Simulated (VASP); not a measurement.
# Ge2PdS3 (Immm) in VASP: relaxation of cell and atoms with PBEsol

Aim: the relaxation of cell and atoms of Ge2PdS3 with PBEsol.

Program: VASP 6.6.1. These are calculated values, not measurements. Logs are shortened: lines on timing, memory, paths and dates and some standing lists are left out, and cuts for length are marked.

**1. The cell of the first run**

The structure is orthorhombic, space group Immm (No. 71). Conventional cell: a = 3.989 Å, b = 4.643 Å, c = 14.873 Å, α = 90.00°, β = 90.00°, γ = 90.00°. Within 3.8 Å of Ge (site symmetry mm2) lie 7 S at 2.84 to 3.06 Å and 4 Pd at 3.78 Å. Within 3.1 Å of Pd (site symmetry mmm) lie 4 S at 2.32 to 2.38 Å. Within 3.1 Å of S (site symmetry mmm) lie 2 Pd at 2.32 Å and 4 Ge at 2.98 Å. S (site symmetry mm2) has 1 Pd at 2.38 Å and 5 Ge at 2.84 to 3.06 Å within 3.1 Å.

**2. Relaxation of cell and atoms, PBEsol**

The input, INCAR:

```
SYSTEM = Ge2PdS3
PREC = Accurate ; ENCUT = 600
EDIFF = 1E-6 ; ISMEAR = -1
SIGMA = 0.03 ; LREAL = .FALSE.
LASPH = .TRUE. ; NELM = 60
ALGO = Normal ; ISIF = 3
LWAVE = .FALSE. ; LCHARG = .FALSE.
GGA = PS ; IBRION = 2
NSW = 100 ; EDIFFG = -0.01
KPAR = 4
```

The input, KPOINTS:

```
Automatic mesh
0
G
  8 8 8
  0 0 0
```

The input, POSCAR:

```
Ge2PdS3
1.0
   -1.9946542800      2.3213668100      7.4365052000
    1.9946542800     -2.3213668100      7.4365052000
    1.9946542800      2.3213668100     -7.4365052000
Ge Pd S
2 1 3
Direct
    0.8508315800      0.3508315800      0.5000000000
    0.1491684200      0.6491684200      0.5000000000
    0.5000000000      0.0000000000      0.5000000000
    0.0000000000      0.0000000000      0.0000000000
    0.3400252600      0.8400252600      0.5000000000
    0.6599747400      0.1599747400      0.5000000000
```

Potentials or basis: VASP PAW PBE potentials, release 64 (Ge_d, Pd, S).

Started as:

```sh
$ cat potpaw_PBE.64/Ge_d/POTCAR potpaw_PBE.64/Pd/POTCAR potpaw_PBE.64/S/POTCAR > POTCAR
$ mpirun -np 4 vasp_std > vasp.out
```

OUTCAR:

```text
SYSTEM = Ge2PdS3
   PREC = Accurate
   ENCUT = 600
   EDIFF = 1E-6
   ISMEAR = -1
   LREAL = .FALSE.
   LASPH = .TRUE.
   NELM = 60
   ISIF = 3
   GGA = PS
   IBRION = 2
   NSW = 100
   EDIFFG = -0.01

 ion  position               nearest neighbor table
   1  0.851  0.351  0.500-   6 2.84
   2  0.149  0.649  0.500-   5 2.84
   3  0.500  0.000  0.500-   4 2.32   4 2.32   6 2.38   5 2.38
   4  0.000  0.000  0.000-   3 2.32   3 2.32
   5  0.340  0.840  0.500-   3 2.38   2 2.84
   6  0.660  0.160  0.500-   3 2.38   1 2.84

  LATTYP: Found a body centered orthorhombic cell.
 ALAT       =     3.9893085600
 B/A-ratio  =     1.1637940636
 C/A-ratio  =     3.7282176037

  Lattice vectors:

 A1 = (  -1.9946542800,   2.3213668100,   7.4365052000)
 A2 = (   1.9946542800,  -2.3213668100,   7.4365052000)
 A3 = (   1.9946542800,   2.3213668100,  -7.4365052000)

Analysis of symmetry for initial positions (statically):
=====================================================================
 Subroutine PRICEL returns:
 Original cell was already a primitive cell.

 Routine SETGRP: Setting up the symmetry group for a
 body centered orthorhombic supercell.

 Subroutine GETGRP returns: Found  8 space group operations
 (whereof  8 operations were pure point group operations)
 out of a pool of  8 trial point group operations.

The static configuration has the point symmetry D_2h.

Analysis of symmetry for dynamics (positions and initial velocities):
=====================================================================
 Subroutine PRICEL returns:
 Original cell was already a primitive cell.

 Routine SETGRP: Setting up the symmetry group for a
 body centered orthorhombic supercell.

 Subroutine GETGRP returns: Found  8 space group operations
 (whereof  8 operations were pure point group operations)
 out of a pool of  8 trial point group operations.

The dynamic configuration has the point symmetry D_2h.

 Subroutine INISYM returns: Found  8 space group operations
 (whereof  8 operations are pure point group operations),
 and found     1 'primitive' translations

----------------------------------------------------------------------------------------

                                     Primitive cell

  volume of cell :     137.7337

  direct lattice vectors                    reciprocal lattice vectors
    -1.994654280  2.321366810  7.436505200     0.000000000  0.215390346  0.067235884
     1.994654280 -2.321366810  7.436505200     0.250670006  0.000000000  0.067235884
     1.994654280  2.321366810 -7.436505200     0.250670006  0.215390346  0.000000000

  length of vectors
     8.041703747  8.041703747  8.041703747     0.225640566  0.259530568  0.330497281

[... 87 lines left out ...]
   NELM   =     60;   NELMIN=  2; NELMDL= -5     # of ELM steps
   EDIFF  = 0.1E-05   stopping-criterion for ELM
   LREAL  =      F    real-space projection
   EDIFFG = -.1E-01   stopping-criterion for IOM
   NSW    =    100    number of steps for IOM
   IBRION =      2    ionic relax: 0-MD 1-quasi-New 2-CG
   NFREE  =      1    steps in history (QN), initial steepest desc. (CG)
   ISIF   =      3    stress and relaxation
   ISYM   =      2    0-nonsym 1-usesym 2-fastsym
   POTIM  = 0.5000    time-step for ionic-motion
   TEBEG  =    0.0;   TEEND  =   0.0 temperature during run
   PSTRESS=    0.0 pullay stress
   NELECT =      56.0000    total number of electrons
   NUPDOWN=      -1.0000    fix difference up-down
   EMIN   =  10.00;   EMAX   =-10.00  energy-range for DOS
   EFERMI =   0.00;   METHOD = LEGACY
   ISMEAR =    -1;   SIGMA  =   0.03  broadening in eV -4-tet -1-fermi 0-gaus
   EFERMI_NEDOS =   21; number of points for ismear=-14 and -15
   IALGO  =     38    algorithm
   IMIX   =      4    mixing-type and parameters
     AMIX     =   0.40;   BMIX     =  1.00
     AMIX_MAG =   1.60;   BMIX_MAG =  1.00
  volume/ion in A,a.u.               =      22.96       154.91
  Fermi-wavevector in a.u.,A,eV,Ry     =   1.212804  2.291868 20.012733  1.470894
  Thomas-Fermi vector in A             =   2.348277
   LORBIT       =      0    0 simple, 1 ext, 2 COOP (PROOUT), +10 PAW based schemes
   GGA     = PS    functional components
   LHFCALC =     F    Hartree Fock is set to
   AEXX    =    0.0000 exact exchange contribution
   IVDW    =     0    specifies the selected vdW correction
   LEPSILON=     F    determine dielectric tensor
   LRPA    =     F    only Hartree local field effects (RPA)
 conjugate gradient relaxation of ions
 non-spin polarized calculation
  energy-cutoff  :      600.00
  volume of cell :      137.73
 maximum number of plane-waves:      4618
   NGX = 33   NGY = 33   NGZ = 33

--------------------------------------- Ionic step        1  -------------------------------------------

 number of electron      56.0000003 magnetization

 Free energy of the ion-electron system (eV)
  ---------------------------------------------------
  ext. energy  EPLUGINS =         0.00000000
  ---------------------------------------------------
  free energy    TOTEN  =       -28.56489375 eV

  energy without entropy =      -28.55850364  energy(sigma->0) =      -28.56169869

 E-fermi :   3.7577     XC(G=0):  -9.8601

 val. band max:        3.7572693515   @ k =  -0.3750   0.3750   0.3750
 cond. band min:       3.7699460234   @ k =  -0.1250   0.3750   0.1250
 fundamental gap:      0.0126766719
 Fermi energy:         3.7576741932

 k-point     1 :       0.0000    0.0000    0.0000
  band No.  band energies     occupation
      1     -21.1778      2.00000
      2     -21.1775      2.00000
      3     -21.1772      2.00000
      4     -21.1762      2.00000
      5     -21.1716      2.00000
      6     -21.1713      2.00000
[... 968 lines left out ...]
  FREE ENERGIE OF THE ION-ELECTRON SYSTEM (eV)
  ---------------------------------------------------
  free  energy   TOTEN  =       -29.3217492109 eV

  energy  without entropy=      -29.3173341906  energy(sigma->0) =      -29.31954170

[... ionic steps 4 to 12 ...]

--------------------------------------- Ionic step       13  -------------------------------------------

 number of electron      56.0000002 magnetization

------------------------ aborting loop because EDIFF is reached ----------------------------------------
[... 75 lines left out ...]
--------------------------------------- Ionic step       15  -------------------------------------------

 number of electron      56.0000002 magnetization

 Free energy of the ion-electron system (eV)
  ---------------------------------------------------
  ext. energy  EPLUGINS =         0.00000000
  ---------------------------------------------------
  free energy    TOTEN  =       -29.67595298 eV

  energy without entropy =      -29.66688117  energy(sigma->0) =      -29.67141708

 E-fermi :   6.5048     XC(G=0): -11.0578

 val. band max:        6.5011892966   @ k =   0.2500  -0.2500   0.1250
 cond. band min:       6.5098997271   @ k =  -0.3750  -0.2500   0.1250
 fundamental gap:      0.0087104305
 Fermi energy:         6.5048134709

 k-point     1 :       0.0000    0.0000    0.0000
  band No.  band energies     occupation
      1     -18.3438      2.00000
      2     -18.3428      2.00000
      3     -18.3334      2.00000
      4     -18.3305      2.00000
      5     -18.3295      2.00000
      6     -18.3291      2.00000
[... 888 lines left out ...]
  FREE ENERGIE OF THE ION-ELECTRON SYSTEM (eV)
  ---------------------------------------------------
  free  energy   TOTEN  =       -29.6759529825 eV

  energy  without entropy=      -29.6668811747  energy(sigma->0) =      -29.67141708

 reached required accuracy - stopping structural energy minimisation
```

OSZICAR:

```text
N       E                     dE             d eps       ncg     rms          rms(c)
DAV:   1     0.546044828395E+03    0.54604E+03   -0.28585E+04  7635   0.338E+03
DAV:   2     0.660217441729E+02   -0.48002E+03   -0.47127E+03  6310   0.853E+02
DAV:   3    -0.234938620027E+02   -0.89516E+02   -0.87724E+02  7571   0.197E+02
DAV:   4    -0.297233742329E+02   -0.62295E+01   -0.61441E+01  7342   0.590E+01
[... 146 lines left out ...]
DAV:   3    -0.296760364228E+02    0.17202E-03   -0.62903E-04  7435   0.244E-01    0.553E-02
DAV:   4    -0.296759579185E+02    0.78504E-04   -0.20540E-04  8838   0.120E-01    0.193E-02
DAV:   5    -0.296759543704E+02    0.35482E-05   -0.31726E-05  7715   0.497E-02    0.922E-03
DAV:   6    -0.296759531326E+02    0.12378E-05   -0.49500E-06  6317   0.197E-02    0.361E-03
DAV:   7    -0.296759529825E+02    0.15004E-06   -0.59673E-07  3434   0.644E-03
  15 F= -.29675953E+02 E0= -.29671417E+02  d E =-.719207E-04
```

CONTCAR:

```text
Ge2PdS3
   1.00000000000000
    -1.7104018543423738    2.2475129183898725    7.0585528339270391
     1.7104018543423738   -2.2475129183898725    7.0585528339270391
     1.7104018543423738    2.2475129183898725   -7.0585528339270391
  Ge              Pd              S
     2     1     3
Direct
     0.8494577425593182    0.3494577425593182    0.5000000000000000
     0.1505422574406818    0.6505422574406818    0.5000000000000000
     0.5000000000000000    0.0000000000000000    0.5000000000000000
     0.0000000000000000    0.0000000000000000    0.0000000000000000
     0.3333981665338470    0.8333981665338468    0.5000000000000000
     0.6666018334661532    0.1666018334661531    0.5000000000000000

  0.00000000E+00  0.00000000E+00  0.00000000E+00
  0.00000000E+00  0.00000000E+00  0.00000000E+00
  0.00000000E+00  0.00000000E+00  0.00000000E+00
  0.00000000E+00  0.00000000E+00  0.00000000E+00
  0.00000000E+00  0.00000000E+00  0.00000000E+00
  0.00000000E+00  0.00000000E+00  0.00000000E+00
```

Wall time 26 min (4 MPI ranks of Intel Xeon 6975P-C (Granite Rapids), shared host); peak memory 1 GiB.

Results:

```yaml
Free_energy: -29.6760 eV
Relaxed_volume: 18.09 Å³/atom
Relaxed_cell: a = 7.603 Å, b = 7.603 Å, c = 7.603 Å, α = 154.00°, β = 145.61°, γ = 43.62°
Space_group_after_relaxing_to_0.1_Å: Immm (No. 71)
Energy_gained_by_relaxing: 185.2 meV/atom
Ionic_steps: 15
Pressure_after_relaxing: 0.0 GPa
Largest_force_after_relaxing: 0.005 eV/Å
Band_gap_on_the_k_mesh: zero (bands 28 and 29 overlap by 1.29 eV)
```

Forces on the atoms (eV/Å):
```
Ge   0.000  0.000 -0.004
Ge   0.000  0.000  0.004
Pd   0.000  0.000  0.000
S    0.000  0.000  0.000
S    0.000  0.000  0.005
S    0.000  0.000 -0.005
```

Stress tensor (GPa, compression positive):
```
 0.04  0.00  0.00
 0.00  0.05  0.00
 0.00  0.00 -0.03
```

The path:
```
step  energy change (eV)  largest force (eV/Å)  pressure (GPa)  volume (Å³)
   1              0.0000                0.1218           -9.63       137.73
   2             -0.7153                1.5671            3.83       112.01
   3             -0.7569                1.2443            0.48       116.15
   4             -1.0602                0.3381            0.67       110.46
   5             -1.0945                0.0903            1.03       107.98
   6             -1.0947                0.0976            1.15       107.70
   7             -1.1059                0.0675           -1.00       109.88
   8             -1.1081                0.0697           -0.43       109.23
   9             -1.1100                0.0495            0.03       108.71
  10             -1.1100                0.0517            0.01       108.76
  11             -1.1104                0.0423            0.00       108.72
  12             -1.1109                0.0164           -0.08       108.60
  13             -1.1109                0.0065            0.14       108.34
  14             -1.1110                0.0103            0.08       108.44
  15             -1.1111                0.0052            0.02       108.54
```

Final structure:
```
Ge Pd S
1.0
    -1.71040    2.24751    7.05855
     1.71040   -2.24751    7.05855
     1.71040    2.24751   -7.05855
Ge Pd S
2 1 3
Direct
  0.84946 0.34946 0.50000
  0.15054 0.65054 0.50000
  0.50000 0.00000 0.50000
  0.00000 0.00000 0.00000
  0.33340 0.83340 0.50000
  0.66660 0.16660 0.50000
```

Caveat: the volume moved by over 15 % at a fixed basis, so the end points are rough; the PAW data sets were made with another functional, which shifts forces and pressure a little.
